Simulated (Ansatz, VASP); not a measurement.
# Rh: VASP beside Ansatz

Contents of INCAR:

```
SYSTEM = Rh
ALGO = Normal
EDIFF = 1E-7
EDIFFG = -0.002
ENCUT = 600
IBRION = 2
ISIF = 3
ISMEAR = -1
LASPH = .True.
LCHARG = .False.
LREAL = .False.
LWAVE = .False.
NELM = 60
NSW = 100
PREC = Accurate
SIGMA = 0.08
```

File KPOINTS:

```
k-points
0
Gamma
  24 24 24
  0 0 0
```

File POSCAR:

```
Rh
1.0
    0.0000000000      1.8978500000      1.8978500000
    1.8978500000      0.0000000000      1.8978500000
    1.8978500000      1.8978500000      0.0000000000
Rh
1
Direct
    0.0000000000      0.0000000000      0.0000000000
```

Input for Ansatz:

```yaml
crystal:
  lattice:
    - [0.0, 1.89785, 1.89785]
    - [1.89785, 0.0, 1.89785]
    - [1.89785, 1.89785, 0.0]
  atoms:
    - { symbol: Rh, position: [0.0, 0.0, 0.0] }
kpoints:
  mp_grid: { grid: [24, 24, 24] }
scf:
  occupations: { method: fermi_dirac, width: 0.08 }
hamiltonian:
  xc: lda
  pseudopotentials: { kind: paw }
relax:
  f_tol: 0.002
  max_steps: 80
  cell: {}
output:
  forces: true
  stress: true
```

Alike in both runs: task relaxation of cell and atoms; functional LDA; k mesh 24 × 24 × 24; occupations fermi-dirac, width 0.08 eV; no spin polarisation.

|  | VASP | Ansatz |
| --- | --- | --- |
| version | VASP 6.6.1 | Ansatz 0.2.0 |
| potentials or method | VASP PAW LDA potentials, release 64 (Rh_pv) | PAW with Ansatz's default frozen-core files, scalar-relativistic |
| plane-wave cutoff (eV) | 600 | 420 |
| valence electrons in the cell | 15 | 17 |

```csv
,VASP,Ansatz,Ansatz less VASP
relaxed volume (Å³/atom),13.26,13.23,-0.032
relaxed cell length with the largest relative difference (Å),2.657,2.655,-0.0022
```

LDA's correlation is that of Perdew and Zunger in VASP and of Perdew and Wang (1992) in Ansatz. VASP's potentials hold 15 valence electrons a cell and Ansatz's 17, so a difference there can come from the potentials and not from the codes.
